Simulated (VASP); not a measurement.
A run of VASP 6.6.1:

The input INCAR:

```
SYSTEM = Al3Au
ALGO = Fast ; EDIFF = 1E-7
ENCUT = 520 ; GGA = PE
ISIF = 2 ; ISMEAR = -1
LASPH = .TRUE. ; LCHARG = .TRUE.
LELF = .TRUE. ; LREAL = .FALSE.
LVHAR = .TRUE. ; LWAVE = .FALSE.
NBANDS = 18 ; NELM = 100
PREC = Accurate ; SIGMA = 0.05
```

Contents of KPOINTS:

```
k-points
0
G
  8 8 8
  0 0 0
```

The input POSCAR:

```
Al3Au
1.0
   -2.0050796700      2.0050796700      4.0566000000
    2.0050796700     -2.0050796700      4.0566000000
    2.0050796700      2.0050796700     -4.0566000000
Au Al
1 3
Direct
    0.0000000000      0.0000000000      0.0000000000
    0.5000000000      0.5000000000      0.0000000000
    0.2500000000      0.7500000000      0.5000000000
    0.7500000000      0.2500000000      0.5000000000
```

Potentials or basis: VASP PAW PBE potentials, release 64 (Au, Al).

Run with:

```sh
$ cat potpaw_PBE.64/Au/POTCAR potpaw_PBE.64/Al/POTCAR > POTCAR
$ mpirun -np 1 vasp_std > vasp.out
```

Hardware: 1 thread of AMD EPYC 7R43 64-Core Processor (Zen 3), with other jobs on the host.

**Question.** How long does it take, and how much memory?

**Answer.** It took 5 min on 1 thread of AMD EPYC 7R43 64-Core Processor (Zen 3) (shared host), peak memory 0.24 GiB. Counts: scf iterations 16, k points 59.
